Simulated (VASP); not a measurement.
Wanted: the native input for a VASP 6.6.1 run.

```
Task                   : single point
Functional             : PBE
Potentials or basis    : VASP PAW PBE potentials, release 64 (Se, Pt)
Cutoff                 : 520 eV
k mesh                 : 12 × 12 × 1
Occupations            : gaussian, width 0.01 eV
Spin                   : no spin polarisation
Dipole correction      : yes
Further INCAR settings : ALGO = Normal; EDIFF = 1e-07; NBANDS = 18
```

The structure of PtSe2 lies in POSCAR:

```
PtSe2
1.0
    3.7300000000      0.0000000000      0.0000000000
   -1.8650000000      3.2302747561      0.0000000000
    0.0000000000      0.0000000000     29.0400000032
Se Pt
2 1
Direct
    0.6666666667      0.3333333333      0.3063054521
    0.6666666667      0.3333333333      0.4037496443
    0.3333333333      0.6666666667      0.3550275482
```

One way to write it, as run:

INCAR

```
SYSTEM = PtSe2
  PREC = Accurate
  ENCUT = 520
  EDIFF = 1E-7
  ISMEAR = 0
  SIGMA = 0.01
  LREAL = .False.
  LASPH = .True.
  NELM = 80
  ALGO = Normal
  ISIF = 2
  LWAVE = .False.
  LCHARG = .True.
  LDIPOL = .True.
  IDIPOL = 3
  DIPOL = 0.5 0.5 0.355
  GGA = PE
  LELF = .True.
  LVHAR = .True.
  LVACPOTAV = .True.
  NBANDS = 18
```

KPOINTS

```
Automatic mesh
0
Gamma
  12 12 1
  0 0 0
```

Potentials or basis: VASP PAW PBE potentials, release 64 (Se, Pt).

The run is started by

```bash
$ cat potpaw_PBE.64/Se/POTCAR potpaw_PBE.64/Pt/POTCAR > POTCAR
$ mpirun -np 1 vasp_std > vasp.out
```

It gave:

- Largest force: 0.005 eV/Å
- Band gap on the k mesh: zero (band 11 reaches -2.27 eV, above the bottom of band 12 at -2.86 eV)
- Work function of the upper face: 4.64 eV
- Work function of the lower face: 4.64 eV

Caveat: spin-orbit coupling is left out, which moves the levels of the heavy elements.

It took 2.2 min on 1 thread of Intel(R) Xeon(R) Platinum 8488C (Sapphire Rapids) (shared host), peak memory 0.49 GiB.
